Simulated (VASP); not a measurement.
# BaTiO3 (P4mm) in VASP: single point with PBE

Aim: the single point of BaTiO3 with PBE.

Everything below comes from runs of VASP 6.6.1. Logs are shortened: lines on timing, memory, paths and dates and some standing lists are left out, and cuts for length are marked.

### Step 1. The cell of the first run

Symmetry: P4mm, No. 99, tetragonal system. Conventional cell: a = 3.970 Å, b = 3.970 Å, c = 3.993 Å, α = 90.00°, β = 90.00°, γ = 90.00°. Within 3.7 Å of Ba (site symmetry 4mm) lie 12 O at 2.78 to 2.85 Å and 8 Ti at 3.44 to 3.45 Å. Ti (site symmetry 4mm) has 6 O at 1.93 to 2.07 Å within 2.6 Å. O (site symmetry 4mm) has 2 Ti at 1.93 to 2.07 Å within 2.6 Å. O (site symmetry 2mm) has 2 Ti at 1.99 Å within 2.6 Å.

### Step 2. Single point, PBE

POSCAR

```
BaTiO3
1.0
    3.9699784200      0.0000000000      0.0000000000
    0.0000000000      3.9699784200      0.0000000000
    0.0000000000      0.0000000000      3.9932097600
Ba Ti O
1 1 3
Direct
    0.0000000000      0.0000000000      0.0000000000
    0.5000000000      0.5000000000      0.5021000000
    0.5000000000      0.5000000000      0.9847000000
    0.5000000000      0.0000000000      0.5130000000
    0.0000000000      0.5000000000      0.5130000000
```

INCAR.step1

```
PREC = Accurate
ENCUT = 520
EDIFF = 1E-6
ISMEAR = 0
SIGMA = 0.0173
LREAL = F
LASPH = T
NELM = 100
ALGO = Normal
ISIF = 2
LWAVE = F
LCHARG = T
LMAXMIX = 4
GGA = PE
NBANDS = 28
```

KPOINTS.step1

```
Automatic mesh
0
Gamma
  7 7 7
```

INCAR.step2

```
PREC = Accurate
ENCUT = 520
EDIFF = 1E-6
ISMEAR = -5
SIGMA = 0.0173
LREAL = F
LASPH = T
NELM = 100
ALGO = Normal
ISIF = 2
LWAVE = F
LCHARG = F
LMAXMIX = 4
GGA = PE
LORBIT = 11
NEDOS = 1001
ICHARG = 11
```

KPOINTS.step2

```
Automatic mesh
0
Gamma
  11 11 11
```

Potentials or basis: VASP PAW PBE potentials, release 64 (Ba_sv, Ti_sv, O).

The run is started by

```sh
> cat potpaw_PBE.64/Ba_sv/POTCAR potpaw_PBE.64/Ti_sv/POTCAR potpaw_PBE.64/O/POTCAR > POTCAR
> cp INCAR.step1 INCAR
> cp KPOINTS.step1 KPOINTS
> mpirun -np 1 vasp_std > vasp.out
> cp INCAR.step2 INCAR
> cp KPOINTS.step2 KPOINTS
> mpirun -np 1 vasp_std > vasp.out
```

OUTCAR:

```text
PREC = Accurate
   ENCUT = 520
   EDIFF = 1E-6
   ISMEAR = -5
   LREAL = F
   LASPH = T
   NELM = 100
   ISIF = 2
   GGA = PE
   LORBIT = 11
   ICHARG = 11

 ion  position               nearest neighbor table
   1  0.000  0.000  0.000-   4 2.78   5 2.78   5 2.78   4 2.78   3 2.81   3 2.81   3 2.81   3 2.81
                             4 2.85   5 2.85   5 2.85   4 2.85   2 3.44   2 3.44   2 3.44   2 3.44
   2  0.500  0.500  0.502-   3 1.93   4 1.99   5 1.99   4 1.99   5 1.99   3 2.07   1 3.44   1 3.44
                             1 3.44   1 3.44   1 3.45   1 3.45   1 3.45   1 3.45
   3  0.500  0.500  0.985-   2 1.93   2 2.07   1 2.81   1 2.81   1 2.81   1 2.81
   4  0.500  0.000  0.513-   2 1.99   2 1.99   1 2.78   1 2.78   1 2.85   1 2.85
   5  0.000  0.500  0.513-   2 1.99   2 1.99   1 2.78   1 2.78   1 2.85   1 2.85

  LATTYP: Found a simple tetragonal cell.
 ALAT       =     3.9699784200
 C/A-ratio  =     1.0058517547

  Lattice vectors:

 A1 = (   3.9699784200,   0.0000000000,   0.0000000000)
 A2 = (   0.0000000000,   3.9699784200,   0.0000000000)
 A3 = (   0.0000000000,   0.0000000000,   3.9932097600)

Analysis of symmetry for initial positions (statically):
=====================================================================
 Subroutine PRICEL returns:
 Original cell was already a primitive cell.

 Routine SETGRP: Setting up the symmetry group for a
 simple tetragonal supercell.

 Subroutine GETGRP returns: Found  8 space group operations
 (whereof  8 operations were pure point group operations)
 out of a pool of 16 trial point group operations.

The static configuration has the point symmetry C_4v.

Analysis of symmetry for dynamics (positions and initial velocities):
=====================================================================
 Subroutine PRICEL returns:
 Original cell was already a primitive cell.

 Routine SETGRP: Setting up the symmetry group for a
 simple tetragonal supercell.

 Subroutine GETGRP returns: Found  8 space group operations
 (whereof  8 operations were pure point group operations)
 out of a pool of 16 trial point group operations.

The dynamic configuration has the point symmetry C_4v.

 Subroutine INISYM returns: Found  8 space group operations
 (whereof  8 operations are pure point group operations),
 and found     1 'primitive' translations

----------------------------------------------------------------------------------------

                                     Primitive cell

  volume of cell :      62.9359

  direct lattice vectors                    reciprocal lattice vectors
     3.969978420  0.000000000  0.000000000     0.251890538  0.000000000  0.000000000
[... 105 lines left out ...]
   NELECT =      40.0000    total number of electrons
   NUPDOWN=      -1.0000    fix difference up-down
   EMIN   =  10.00;   EMAX   =-10.00  energy-range for DOS
   EFERMI =   0.00;   METHOD = LEGACY
   ISMEAR =    -5;   SIGMA  =   0.02  broadening in eV -4-tet -1-fermi 0-gaus
   EFERMI_NEDOS =   21; number of points for ismear=-14 and -15
   IALGO  =     38    algorithm
   IMIX   =      4    mixing-type and parameters
     AMIX     =   0.40;   BMIX     =  1.00
     AMIX_MAG =   1.60;   BMIX_MAG =  1.00
  volume/ion in A,a.u.               =      12.59        84.94
  Fermi-wavevector in a.u.,A,eV,Ry     =   1.407544  2.659873 26.955597  1.981181
  Thomas-Fermi vector in A             =   2.529793
   LORBIT       =     11    0 simple, 1 ext, 2 COOP (PROOUT), +10 PAW based schemes
   GGA     = PE    functional components
   LHFCALC =     F    Hartree Fock is set to
   AEXX    =    0.0000 exact exchange contribution
   IVDW    =     0    specifies the selected vdW correction
   LEPSILON=     F    determine dielectric tensor
   LRPA    =     F    only Hartree local field effects (RPA)
 non-spin polarized calculation
 Fermi weights with tetrahedron method with Bloechl corrections
  energy-cutoff  :      520.00
  volume of cell :       62.94
 maximum number of plane-waves:      1743
 NGX is ok and might be reduce to    30

 number of electron      39.9999982 magnetization

 Free energy of the ion-electron system (eV)
  ---------------------------------------------------
  ext. energy  EPLUGINS =         0.00000000
  ---------------------------------------------------
  free energy    TOTEN  =       -39.86735602 eV

  energy without entropy =      -39.86735602  energy(sigma->0) =      -39.86735602

 E-fermi :   3.9885     XC(G=0): -11.3565

 val. band max:        3.9662228887   @ k =   0.4545   0.4545   0.4545
 cond. band min:       5.7863355158   @ k =   0.0000   0.0000   0.0000
 fundamental gap:      1.8201126271
 Fermi energy:         3.9885281359

 k-point     1 :       0.0000    0.0000    0.0000
  band No.  band energies     occupation
      1     -52.5573      2.00000
      2     -28.7911      2.00000
      3     -28.7786      2.00000
      4     -28.7786      2.00000
      5     -20.7959      2.00000
      6     -12.9555      2.00000
[... 637 lines left out ...]
     23       6.4649      0.00000
     24       8.2137      0.00000

 [... further k-points ...]
[... 5 lines left out ...]
  --------------------------------------------------------------------------------------
  -------------------------------------------------------------------------------------
  Total        3.1758808      3.1758808      2.8652644      0.0000000      0.0000000      0.0000000
  in kB       80.8493187     80.8493187     72.9418652      0.0000000      0.0000000      0.0000000
  external PRESSURE =      78.2135009 kB  Pullay stress =       0.0000000 kB

 VOLUME and BASIS-vectors are now :
 -----------------------------------------------------------------------------
  energy-cutoff  :      520.00
  volume of cell :       62.94
      direct lattice vectors                 reciprocal lattice vectors
     3.969978420  0.000000000  0.000000000     0.251890538  0.000000000  0.000000000
     0.000000000  3.969978420  0.000000000     0.000000000  0.251890538  0.000000000
     0.000000000  0.000000000  3.993209760     0.000000000  0.000000000  0.250425112

 POSITION                                       TOTAL-FORCE (eV/Angst)
 -----------------------------------------------------------------------------------
      0.00000      0.00000      0.00000         0.000000      0.000000      0.075795
      1.98499      1.98499      2.00499        -0.000000      0.000000      0.298301
      1.98499      1.98499      3.93211        -0.000000      0.000000      0.845170
      1.98499      0.00000      2.04852        -0.000000      0.000000     -0.609633
      0.00000      1.98499      2.04852        -0.000000     -0.000000     -0.609633
 -----------------------------------------------------------------------------------
    total drift:                               -0.000000      0.000000     -0.000224

  FREE ENERGIE OF THE ION-ELECTRON SYSTEM (eV)
  ---------------------------------------------------
  free  energy   TOTEN  =       -39.8673560172 eV

  energy  without entropy=      -39.8673560172  energy(sigma->0) =      -39.86735602

 total charge

# of ion       s       p       d       tot
------------------------------------------
    1        2.009   5.656   0.345   8.010
    2        2.216   6.282   1.726  10.224
    3        1.565   3.477   0.000   5.043
    4        1.565   3.479   0.000   5.044
    5        1.565   3.479   0.000   5.044
--------------------------------------------------
tot          8.922  22.373   2.071  33.365
```

It took 5.1 min on 1 thread of Intel Xeon 8259CL, shared host; peak memory 0.32 GiB.

What came out:

```
Valence electrons inside the program's atomic spheres : Ba 8.01; Ti 10.22; O 5.04
```

Levels at points of the mesh, in eV from the valence-band top:
```
           k point  band 16  band 17  band 18  band 19  band 20  band 21  band 22  band 23  band 24
(0.00, 0.00, 0.00)    -1.11    -1.11    -0.14    -0.10    -0.10     1.82     1.84     1.84     4.07
```

Caveat: spin-orbit coupling is left out, which moves the levels of the heavy elements.
